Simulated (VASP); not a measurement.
Input of a VASP 6.6.1 run:

File INCAR:

```
PREC     = Accurate       # precision mode
ENCUT    = 520            # plane-wave cutoff, eV
EDIFF    = 1E-6           # SCF threshold, eV
ISMEAR   = 0              # smearing method
SIGMA    = 0.1            # smearing width, eV
LREAL    = False          # projectors in reciprocal space
LASPH    = True           # aspherical terms in the spheres
NELM     = 60             # most SCF steps
ALGO     = Normal         # electronic algorithm
ISIF     = 2              # what is computed and relaxed
LWAVE    = False          # write WAVECAR
LCHARG   = False          # write CHGCAR
LDIPOL   = True         
IDIPOL   = 3            
DIPOL    = 0.5 0.5 0.500
GGA      = CA             # functional
NBANDS   = 11             # bands
```

KPOINTS

```
regular mesh
0
Gamma
  21 21 1
```

POSCAR

```
C
1.0
    2.3260000000      0.0000000000      0.0000000000
   -1.1630000000      2.0143750892      0.0000000000
    0.0000000000      0.0000000000     28.0000000000
C
2
Direct
    0.3333333333      0.6666666667      0.5000000000
    0.6666666667      0.3333333333      0.5000000000
```

Potentials or basis: VASP PAW LDA potentials, release 64 (C).

Command:

```sh
$ cat potpaw_LDA.64/C/POTCAR > POTCAR
$ mpirun -np 1 vasp_std > vasp.out
```

Task: What does it give for the band gap on the k mesh?

Result: Zero (filled and empty bands touch).
